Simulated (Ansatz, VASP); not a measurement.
**Ge in VASP and in Ansatz**

INCAR

```
ALGO = Normal ; EDIFF = 1E-6
ENCUT = 500 ; GGA = PE
GGA_COMPAT = False ; ISIF = 2
ISMEAR = 0 ; LASPH = True
LCHARG = False ; LREAL = False
LWAVE = False ; NBANDS = 21
NELM = 120 ; PREC = Accurate
SIGMA = 0.1
```

File KPOINTS:

```
k-points
0
Gamma
  12 12 12
```

POSCAR

```
Ge
1.0
    0.0000000000      2.8807770176      2.8807770176
    2.8807770176      0.0000000000      2.8807770176
    2.8807770176      2.8807770176      0.0000000000
Ge
2
Direct
    0.0000000000      0.0000000000      0.0000000000
    0.2500000000      0.2500000000      0.2500000000
```

Input for Ansatz:

```yaml
crystal:
  lattice:
    - [0.0, 2.8807770172, 2.8807770172]
    - [2.8807770172, 0.0, 2.8807770172]
    - [2.8807770172, 2.8807770172, 0.0]
  atoms:
    - { symbol: Ge, position: [0.0, 0.0, 0.0] }
    - { symbol: Ge, position: [0.25, 0.25, 0.25] }
basis:
  ecutwfc: 420
kpoints:
  mp_grid: { grid: [12, 12, 12] }
  band_path:
    path:
      - [[0.0, 0.0, 0.0], [0.5, 0.0, 0.5], [0.625, 0.25, 0.625]]
      - [[0.375, 0.375, 0.75], [0.0, 0.0, 0.0], [0.5, 0.5, 0.5], [0.5, 0.25, 0.75], [0.5, 0.0, 0.5]]
    npoints: 10
hamiltonian:
  xc: pbe
  pseudopotentials: { kind: paw, azcp: { folder: soft_1 } }
scf:
  occupations: { method: gaussian, width: 0.1 }
  n_extra_bands: 7
output:
  forces: true
  stress: true
  eigenvalues: true
  dos: { projected: false, de: 0.02, nscf_kmesh: { grid: [18, 18, 18] } }
```

Alike in both runs: task single point; functional PBE; k mesh 12 × 12 × 12; occupations gaussian, width 0.1 eV; no spin polarisation.

|  | VASP | Ansatz |
| --- | --- | --- |
| version | VASP 6.6.1 | Ansatz 0.2.0 |
| potentials or method | VASP PAW PBE potentials, release 64 (Ge_d), cutoff 500 eV | scalar-relativistic, plane waves, PAW |
| valence electrons in the cell | 28 | 28 |

VASP gave:

* gap on the k mesh at the Fermi level (eV): none
* pressure (GPa): -0.1

Q: Estimate Ansatz's values.

A: gap on the k mesh at the Fermi level (eV): none; pressure (GPa): 0.0.

A gap of «none» marks a metal or a gap that the smearing closes.
